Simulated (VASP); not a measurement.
# Ti2NbB3 (P4/mmm) in VASP: a series of runs

Ti2NbB3 is run at these levels: PBE; tasks: single point, relaxation of cell and atoms.

Everything below comes from runs of VASP 6.6.1. Logs are shortened: lines on timing, memory, paths and dates and some standing lists are left out, and cuts for length are marked.

### Step 1. The cell of the first run

It takes space group P4/mmm (No. 123, tetragonal). The conventional cell has a = 2.776 Å, b = 2.776 Å, c = 8.406 Å, α = 90.00°, β = 90.00°, γ = 90.00°. Ti (site symmetry 4mm) has 8 B at 2.40 to 2.45 Å and 1 Nb at 2.73 Å and 5 Ti at 2.78 to 2.95 Å within 3.2 Å. Within 3.1 Å of Nb (site symmetry 4/mmm) lie 8 B at 2.38 Å and 2 Ti at 2.73 Å and 4 Nb at 2.78 Å. B (site symmetry 4mm) has 4 Nb at 2.38 Å and 4 Ti at 2.40 Å and 6 B at 2.71 to 2.85 Å within 3.1 Å. B (site symmetry 4/mmm) has 8 Ti at 2.45 Å and 6 B at 2.78 to 2.85 Å within 3.2 Å.

### Step 2. Single point, PBE

Contents of INCAR:

```
PREC     = Accurate       # precision mode
ENCUT    = 520            # plane-wave cutoff, eV
EDIFF    = 1E-6           # SCF threshold, eV
ISMEAR   = 0              # smearing method
SIGMA    = 0.1            # smearing width, eV
LREAL    = False          # projectors in reciprocal space
LASPH    = True           # aspherical terms in the spheres
NELM     = 100            # most SCF steps
ALGO     = Normal         # electronic algorithm
ISIF     = 2              # what is computed and relaxed
LWAVE    = False          # write WAVECAR
LCHARG   = True           # write CHGCAR
GGA      = PE             # functional
LELF     = True           # ELF
LVHAR    = True         
NBANDS   = 32             # bands
```

Contents of KPOINTS:

```
Automatic mesh
0
Gamma
  6 6 2
```

Contents of POSCAR:

```
Ti2NbB3
1.0
    2.7764632700      0.0000000000      0.0000000000
    0.0000000000      2.7764632700      0.0000000000
    0.0000000000      0.0000000000      8.4061182100
Ti Nb B
2 1 3
Direct
    0.5000000000      0.5000000000      0.3248246900
    0.5000000000      0.5000000000      0.6751753100
    0.5000000000      0.5000000000      0.0000000000
    0.0000000000      0.0000000000      0.8390681100
    0.0000000000      0.0000000000      0.1609318900
    0.0000000000      0.0000000000      0.5000000000
```

Potentials or basis: VASP PAW PBE potentials, release 64 (Ti_sv, Nb_sv, B).

Command:

```
$ cat potpaw_PBE.64/Ti_sv/POTCAR potpaw_PBE.64/Nb_sv/POTCAR potpaw_PBE.64/B/POTCAR > POTCAR
$ mpirun -np 1 vasp_std > vasp.out
```

OUTCAR:

```text
PREC = Accurate
   ENCUT = 520
   EDIFF = 1E-6
   ISMEAR = 0
   LREAL = False
   LASPH = True
   NELM = 100
   ISIF = 2
   GGA = PE

 ion  position               nearest neighbor table
   1  0.500  0.500  0.325-   5 2.40   5 2.40   5 2.40   5 2.40   6 2.45   6 2.45   6 2.45   6 2.45
                             3 2.73
   2  0.500  0.500  0.675-   4 2.40   4 2.40   4 2.40   4 2.40   6 2.45   6 2.45   6 2.45   6 2.45
                             3 2.73
   3  0.500  0.500  0.000-   4 2.38   5 2.38   4 2.38   5 2.38   4 2.38   5 2.38   4 2.38   5 2.38
                             1 2.73   2 2.73
   4  0.000  0.000  0.839-   3 2.38   3 2.38   3 2.38   3 2.38   2 2.40   2 2.40   2 2.40   2 2.40

   5  0.000  0.000  0.161-   3 2.38   3 2.38   3 2.38   3 2.38   1 2.40   1 2.40   1 2.40   1 2.40

   6  0.000  0.000  0.500-   1 2.45   2 2.45   1 2.45   2 2.45   1 2.45   2 2.45   1 2.45   2 2.45

  LATTYP: Found a simple tetragonal cell.
 ALAT       =     2.7764632700
 C/A-ratio  =     3.0276353017

  Lattice vectors:

 A1 = (   2.7764632700,   0.0000000000,   0.0000000000)
 A2 = (   0.0000000000,   2.7764632700,   0.0000000000)
 A3 = (   0.0000000000,   0.0000000000,   8.4061182100)

Analysis of symmetry for initial positions (statically):
=====================================================================
 Subroutine PRICEL returns:
 Original cell was already a primitive cell.

 Routine SETGRP: Setting up the symmetry group for a
 simple tetragonal supercell.

 Subroutine GETGRP returns: Found 16 space group operations
 (whereof 16 operations were pure point group operations)
 out of a pool of 16 trial point group operations.

The static configuration has the point symmetry D_4h.

Analysis of symmetry for dynamics (positions and initial velocities):
=====================================================================
 Subroutine PRICEL returns:
 Original cell was already a primitive cell.

 Routine SETGRP: Setting up the symmetry group for a
 simple tetragonal supercell.

 Subroutine GETGRP returns: Found 16 space group operations
 (whereof 16 operations were pure point group operations)
 out of a pool of 16 trial point group operations.

The dynamic configuration has the point symmetry D_4h.

 Subroutine INISYM returns: Found 16 space group operations
 (whereof 16 operations are pure point group operations),
 and found     1 'primitive' translations

----------------------------------------------------------------------------------------

                                     Primitive cell

  volume of cell :      64.8006

  direct lattice vectors                    reciprocal lattice vectors
     2.776463270  0.000000000  0.000000000     0.360170441  0.000000000  0.000000000
     0.000000000  2.776463270  0.000000000     0.000000000  0.360170441  0.000000000
     0.000000000  0.000000000  8.406118210     0.000000000  0.000000000  0.118960973

  length of vectors
     2.776463270  2.776463270  8.406118210     0.360170441  0.360170441  0.118960973

  position of ions in fractional coordinates (direct lattice)
     0.500000000  0.500000000  0.324824690
     0.500000000  0.500000000  0.675175310
     0.500000000  0.500000000  0.000000000
     0.000000000  0.000000000  0.839068110
     0.000000000  0.000000000  0.160931890
     0.000000000  0.000000000  0.500000000

  ion indices of the primitive-cell ions
   primitive index   ion index
                 1           1
                 2           2
                 3           3
                 4           4
                 5           5
                 6           6

----------------------------------------------------------------------------------------

 KPOINTS: Automatic mesh

Automatic generation of k-mesh.
 Grid dimensions read from file:
 generate k-points for:    6    6    2

 Generating k-lattice:

  Cartesian coordinates                     Fractional coordinates (reciprocal lattice)
     0.060028407  0.000000000  0.000000000     0.166666667  0.000000000  0.000000000
     0.000000000  0.060028407  0.000000000     0.000000000  0.166666667  0.000000000
     0.000000000  0.000000000  0.059480486     0.000000000  0.000000000  0.500000000

  Length of vectors
     0.060028407  0.060028407  0.059480486

  Shift w.r.t. Gamma in fractional coordinates (k-lattice)
     0.000000000  0.000000000  0.000000000

 Subroutine IBZKPT returns following result:
 ===========================================

 Found     20 irreducible k-points:

 Following reciprocal coordinates:
            Coordinates               Weight
  0.000000  0.000000  0.000000      1.000000
  0.166667  0.000000  0.000000      4.000000
  0.333333  0.000000  0.000000      4.000000
  0.500000  0.000000  0.000000      2.000000
  0.166667  0.166667  0.000000      4.000000
  0.333333  0.166667  0.000000      8.000000
[... 12 lines left out ...]
  0.500000  0.333333  0.500000      4.000000
  0.500000  0.500000  0.500000      1.000000
   k-points           NKPTS =     20   k-points in BZ     NKDIM =     20   number of bands    NBANDS=     32
   number of dos      NEDOS =    301   number of ions     NIONS =      6
   total plane-waves  NPLWV =  36864
   dimension x,y,z NGX =    24 NGY =   24 NGZ =   64
   dimension x,y,z NGXF=    48 NGYF=   48 NGZF=  128
   ions per type =               2   1   3
   NGX,Y,Z   is equivalent  to a cutoff of  14.37, 14.37, 12.66 a.u.
   NGXF,Y,Z  is equivalent  to a cutoff of  28.74, 28.74, 25.31 a.u.
 SYSTEM =  unknown system
   PREC   = accura    normal or accurate (medium, high low for compatibility)
   ISTART =      0    job   : 0-new  1-cont  2-samecut
   ICHARG =      2    charge: 1-file 2-atom 10-const
   ISPIN  =      1    spin polarized calculation?
   LNONCOLLINEAR =      F non collinear calculations
   LSORBIT =      F    spin-orbit coupling
   LASPH  =      T    aspherical Exc in radial PAW
   ENCUT  =  520.0 eV  38.22 Ry    6.18 a.u.   5.16  5.16 15.63*2*pi/ulx,y,z
   NELM   =    100;   NELMIN=  2; NELMDL= -5     # of ELM steps
   EDIFF  = 0.1E-05   stopping-criterion for ELM
   LREAL  =      F    real-space projection
   EDIFFG = 0.1E-04   stopping-criterion for IOM
   NSW    =      0    number of steps for IOM
   IBRION =     -1    ionic relax: 0-MD 1-quasi-New 2-CG
   NFREE  =      0    steps in history (QN), initial steepest desc. (CG)
   ISIF   =      2    stress and relaxation
   ISYM   =      2    0-nonsym 1-usesym 2-fastsym
   POTIM  = 0.5000    time-step for ionic-motion
   TEBEG  =    0.0;   TEEND  =   0.0 temperature during run
   PSTRESS=    0.0 pullay stress
   NELECT =      46.0000    total number of electrons
   NUPDOWN=      -1.0000    fix difference up-down
   EMIN   =  10.00;   EMAX   =-10.00  energy-range for DOS
   EFERMI =   0.00;   METHOD = LEGACY
   ISMEAR =     0;   SIGMA  =   0.10  broadening in eV -4-tet -1-fermi 0-gaus
   EFERMI_NEDOS =   21; number of points for ismear=-14 and -15
   IALGO  =     38    algorithm
   IMIX   =      4    mixing-type and parameters
     AMIX     =   0.40;   BMIX     =  1.00
     AMIX_MAG =   1.60;   BMIX_MAG =  1.00
  volume/ion in A,a.u.               =      10.80        72.88
  Fermi-wavevector in a.u.,A,eV,Ry     =   1.460386  2.759729 29.017515  2.132727
  Thomas-Fermi vector in A             =   2.576842
   LORBIT       =      0    0 simple, 1 ext, 2 COOP (PROOUT), +10 PAW based schemes
   GGA     = PE    functional components
   LHFCALC =     F    Hartree Fock is set to
   AEXX    =    0.0000 exact exchange contribution
   IVDW    =     0    specifies the selected vdW correction
   LEPSILON=     F    determine dielectric tensor
   LRPA    =     F    only Hartree local field effects (RPA)
 non-spin polarized calculation
 Gauss-broadening in eV      SIGMA  =   0.10
  energy-cutoff  :      520.00
  volume of cell :       64.80
 maximum number of plane-waves:      1760
 NGX is ok and might be reduce to    24
   NGX = 11   NGY = 11   NGZ = 31

 number of electron      46.0000006 magnetization

 Free energy of the ion-electron system (eV)
  ---------------------------------------------------
  ext. energy  EPLUGINS =         0.00000000
  ---------------------------------------------------
  free energy    TOTEN  =       -45.31318411 eV

  energy without entropy =      -45.27087864  energy(sigma->0) =      -45.29203137

 E-fermi :  10.3907     XC(G=0): -12.6257

 val. band max:       10.3903086172   @ k =   0.5000   0.3333   0.5000
 cond. band min:      10.4057280288   @ k =   0.1667   0.1667   0.0000
 fundamental gap:      0.0154194116
 Fermi energy:        10.3906617106

 k-point     1 :       0.0000    0.0000    0.0000
  band No.  band energies     occupation
      1     -46.3270      2.00000
      2     -46.3069      2.00000
      3     -43.9241      2.00000
      4     -22.7395      2.00000
      5     -22.6033      2.00000
      6     -22.3191      2.00000
[... 24 lines left out ...]
     31      13.5681      0.00000
     32      13.6111      0.00000

 k-point     2 :       0.1667    0.0000    0.0000
  band No.  band energies     occupation
      1     -46.3086      2.00000
      2     -46.2887      2.00000
      3     -43.8849      2.00000
      4     -22.7177      2.00000
      5     -22.5835      2.00000
      6     -22.4713      2.00000
[... 24 lines left out ...]
     31      13.4700      0.00000
     32      13.7263      0.00000
[... 593 lines left out ...]
     31      14.2344      0.00000
     32      14.7099      0.00000

 k-point    20 :       0.5000    0.5000    0.5000
  band No.  band energies     occupation
      1     -46.1813      2.00000
      2     -46.1644      2.00000
      3     -43.6133      2.00000
      4     -22.8143      2.00000
      5     -22.8143      2.00000
      6     -22.7880      2.00000
[... 24 lines left out ...]
     31      14.5718      0.00000
     32      14.5986      0.00000

------------------------ aborting loop because EDIFF is reached ----------------------------------------

  FORCE on cell =-STRESS in cart. coord.  units (eV):
  Direction    XX          YY          ZZ          XY          YZ          ZX
  --------------------------------------------------------------------------------------
  -------------------------------------------------------------------------------------
  Total        4.7577542      4.7577542      3.1500056      0.0000000      0.0000000      0.0000000
  in kB      117.6340989    117.6340989     77.8829778      0.0000000      0.0000000      0.0000000
  external PRESSURE =     104.3837252 kB  Pullay stress =       0.0000000 kB

 VOLUME and BASIS-vectors are now :
 -----------------------------------------------------------------------------
  energy-cutoff  :      520.00
  volume of cell :       64.80
      direct lattice vectors                 reciprocal lattice vectors
     2.776463270  0.000000000  0.000000000     0.360170441  0.000000000  0.000000000
     0.000000000  2.776463270  0.000000000     0.000000000  0.360170441  0.000000000
     0.000000000  0.000000000  8.406118210     0.000000000  0.000000000  0.118960973

 POSITION                                       TOTAL-FORCE (eV/Angst)
 -----------------------------------------------------------------------------------
      1.38823      1.38823      2.73051        -0.000000      0.000000      0.586518
      1.38823      1.38823      5.67560        -0.000000      0.000000     -0.586518
      1.38823      1.38823      0.00000        -0.000000      0.000000      0.000000
      0.00000      0.00000      7.05331         0.000000     -0.000000     -0.355436
      0.00000      0.00000      1.35281        -0.000000     -0.000000      0.355436
      0.00000      0.00000      4.20306        -0.000000      0.000000      0.000000
 -----------------------------------------------------------------------------------
    total drift:                                0.000000     -0.000000     -0.000000

  FREE ENERGIE OF THE ION-ELECTRON SYSTEM (eV)
  ---------------------------------------------------
  free  energy   TOTEN  =       -45.3131841070 eV

  energy  without entropy=      -45.2708786388  energy(sigma->0) =      -45.29203137
```

It took 22 s on 1 thread of Intel Xeon 6975P-C (Granite Rapids), shared host; peak memory 0.2 GiB.

Results:

- Free energy: -45.3132 eV
- Pressure: 10.4 GPa
- Largest force: 0.587 eV/Å
- Band gap on the k mesh: zero (band 23 reaches 10.83 eV, above the bottom of band 24 at 9.73 eV)

Forces on the atoms (eV/Å):
```
Ti   0.000  0.000  0.587
Ti   0.000  0.000 -0.587
Nb   0.000  0.000  0.000
B    0.000  0.000 -0.355
B    0.000  0.000  0.355
B    0.000  0.000  0.000
```

Levels at points of the mesh, in eV from the Fermi level:
```tsv
k point	band 21	band 22	band 23	band 24	band 25	band 26
(0.00, 0.00, 0.00)	-1.07	-0.42	-0.42	0.22	0.22	2.55
(0.50, 0.00, 0.00)	-1.41	-0.77	-0.67	-0.50	-0.07	0.79
(0.50, 0.50, 0.00)	-2.39	-1.11	-0.51	-0.50	1.44	1.44
(0.00, 0.00, 0.50)	-0.94	-0.66	-0.66	1.18	1.18	1.40
(0.50, 0.00, 0.50)	-1.22	-1.22	-0.75	-0.66	-0.31	0.14
(0.50, 0.50, 0.50)	-3.15	-2.05	-0.35	0.21	2.10	2.53
```

Caveat: the k points lie up to 0.38 Å⁻¹ apart.

### Step 3. Single point, PBE

This run uses another cell than the first one, of 11.12 Å³/atom, 1.030 times its volume.

Contents of INCAR:

```
SYSTEM = Ti2NbB3
ALGO = Normal
EDIFF = 1E-6
ENCUT = 520
GGA = PE
ISIF = 2
ISMEAR = 0
LASPH = .TRUE.
LCHARG = .TRUE.
LELF = .TRUE.
LREAL = .FALSE.
LVHAR = .TRUE.
LWAVE = .FALSE.
NBANDS = 32
NELM = 80
PREC = Accurate
SIGMA = 0.1
```

Contents of KPOINTS:

```
k-points
0
G
  6 6 2
  0 0 0
```

Contents of POSCAR:

```
Ti2NbB3
1.0
    3.0110275135      0.0000000000      0.0000000000
    0.0000000000      3.0110275135      0.0000000000
    0.0000000000      0.0000000000      7.3608207853
Ti Nb B
2 1 3
Direct
    0.5000000000      0.5000000000      0.3351447473
    0.5000000000      0.5000000000      0.6648552527
    0.5000000000      0.5000000000      0.0000000000
    0.0000000000      0.0000000000      0.8004602232
    0.0000000000      0.0000000000      0.1995397768
    0.0000000000      0.0000000000      0.5000000000
```

Potentials or basis: VASP PAW PBE potentials, release 64 (Ti_sv, Nb_sv, B).

Command:

```
$ cat potpaw_PBE.64/Ti_sv/POTCAR potpaw_PBE.64/Nb_sv/POTCAR potpaw_PBE.64/B/POTCAR > POTCAR
$ mpirun -np 1 vasp_std > vasp.out
```

OUTCAR:

```text
SYSTEM = Ti2NbB3
   EDIFF = 1E-6
   ENCUT = 520
   GGA = PE
   ISIF = 2
   ISMEAR = 0
   LASPH = .TRUE.
   LREAL = .FALSE.
   NELM = 80
   PREC = Accurate

 ion  position               nearest neighbor table
   1  0.500  0.500  0.335-   5 2.35   5 2.35   5 2.35   5 2.35   2 2.43   6 2.45   6 2.45   6 2.45
                             6 2.45   3 2.47
   2  0.500  0.500  0.665-   4 2.35   4 2.35   4 2.35   4 2.35   1 2.43   6 2.45   6 2.45   6 2.45
                             6 2.45   3 2.47
   3  0.500  0.500  0.000-   1 2.47   2 2.47   4 2.59   5 2.59   4 2.59   5 2.59   4 2.59   5 2.59
                             4 2.59   5 2.59
   4  0.000  0.000  0.800-   2 2.35   2 2.35   2 2.35   2 2.35   3 2.59   3 2.59   3 2.59   3 2.59

   5  0.000  0.000  0.200-   1 2.35   1 2.35   1 2.35   1 2.35   3 2.59   3 2.59   3 2.59   3 2.59

   6  0.000  0.000  0.500-   1 2.45   2 2.45   1 2.45   2 2.45   1 2.45   2 2.45   1 2.45   2 2.45

  LATTYP: Found a simple tetragonal cell.
 ALAT       =     3.0110275135
 C/A-ratio  =     2.4446208984

  Lattice vectors:

 A1 = (   3.0110275135,   0.0000000000,   0.0000000000)
 A2 = (   0.0000000000,   3.0110275135,   0.0000000000)
 A3 = (   0.0000000000,   0.0000000000,   7.3608207853)

Analysis of symmetry for initial positions (statically):
[... 182 lines left out ...]
 Fermi energy:         9.8750886611

 k-point     1 :       0.0000    0.0000    0.0000
  band No.  band energies     occupation
      1     -46.5696      2.00000
      2     -46.4169      2.00000
      3     -44.9607      2.00000
      4     -23.2772      2.00000
      5     -22.7571      2.00000
      6     -22.7164      2.00000
[... 689 lines left out ...]
     31      13.8640      0.00000
     32      14.6318      0.00000

------------------------ aborting loop because EDIFF is reached ----------------------------------------

  FORCE on cell =-STRESS in cart. coord.  units (eV):
  Direction    XX          YY          ZZ          XY          YZ          ZX
  --------------------------------------------------------------------------------------
  -------------------------------------------------------------------------------------
  Total       -0.1244953     -0.1244953     -0.0898718      0.0000000      0.0000000     -0.0000000
  in kB       -2.9888750     -2.9888750     -2.1576377      0.0000000      0.0000000     -0.0000000
  external PRESSURE =      -2.7117959 kB  Pullay stress =       0.0000000 kB

 VOLUME and BASIS-vectors are now :
 -----------------------------------------------------------------------------
  energy-cutoff  :      520.00
  volume of cell :       66.74
      direct lattice vectors                 reciprocal lattice vectors
     3.011027514  0.000000000  0.000000000     0.332112541  0.000000000  0.000000000
     0.000000000  3.011027514  0.000000000     0.000000000  0.332112541  0.000000000
     0.000000000  0.000000000  7.360820785     0.000000000  0.000000000  0.135854415

 POSITION                                       TOTAL-FORCE (eV/Angst)
 -----------------------------------------------------------------------------------
      1.50551      1.50551      2.46694         0.000000     -0.000000      0.008381
      1.50551      1.50551      4.89388        -0.000000     -0.000000     -0.008381
      1.50551      1.50551      0.00000         0.000000      0.000000     -0.000000
      0.00000      0.00000      5.89204         0.000000      0.000000      0.014049
      0.00000      0.00000      1.46878         0.000000      0.000000     -0.014049
      0.00000      0.00000      3.68041         0.000000      0.000000     -0.000000
 -----------------------------------------------------------------------------------
    total drift:                                0.000000     -0.000000      0.000000

  FREE ENERGIE OF THE ION-ELECTRON SYSTEM (eV)
  ---------------------------------------------------
  free  energy   TOTEN  =       -46.2647088166 eV

  energy  without entropy=      -46.2393101714  energy(sigma->0) =      -46.25200949
```

Wall time 20 s (1 thread of Intel Xeon 6975P-C (Granite Rapids), shared host); peak memory 0.19 GiB.

What came out:

| Quantity | Value |
| --- | --- |
| Free energy | -46.2647 eV |
| Pressure | -0.3 GPa |
| Largest force | 0.014 eV/Å |
| Band gap on the k mesh | zero (band 23 reaches 10.45 eV, above the bottom of band 24 at 9.41 eV) |

Forces on the atoms (eV/Å):
```
Ti   0.000  0.000  0.008
Ti   0.000  0.000 -0.008
Nb   0.000  0.000  0.000
B    0.000  0.000  0.014
B    0.000  0.000 -0.014
B    0.000  0.000  0.000
```

Levels at points of the mesh, in eV from the Fermi level:
```csv
k point,band 19,band 20,band 21,band 22,band 23,band 24,band 25,band 26,band 27,band 28
"(0.00, 0.00, 0.00)",-1.94,-0.93,-0.93,-0.86,-0.47,-0.47,-0.35,1.56,1.56,2.25
"(0.50, 0.00, 0.00)",-2.70,-1.81,-1.64,-0.73,-0.15,0.43,0.44,0.87,1.11,1.59
"(0.50, 0.50, 0.00)",-3.83,-2.85,-2.85,-1.75,0.16,1.48,3.30,3.30,3.38,3.39
"(0.00, 0.00, 0.50)",-1.34,-1.34,-1.25,-1.07,0.00,0.61,0.61,0.86,0.86,2.35
"(0.50, 0.00, 0.50)",-1.39,-1.23,-1.21,-0.97,-0.26,0.04,0.20,0.29,1.45,1.45
"(0.50, 0.50, 0.50)",-3.54,-2.95,-2.95,-1.52,-0.49,0.09,3.33,3.33,3.59,3.76
```

Caveat: the k points lie up to 0.43 Å⁻¹ apart.

(Continued in part 2 of 2.)
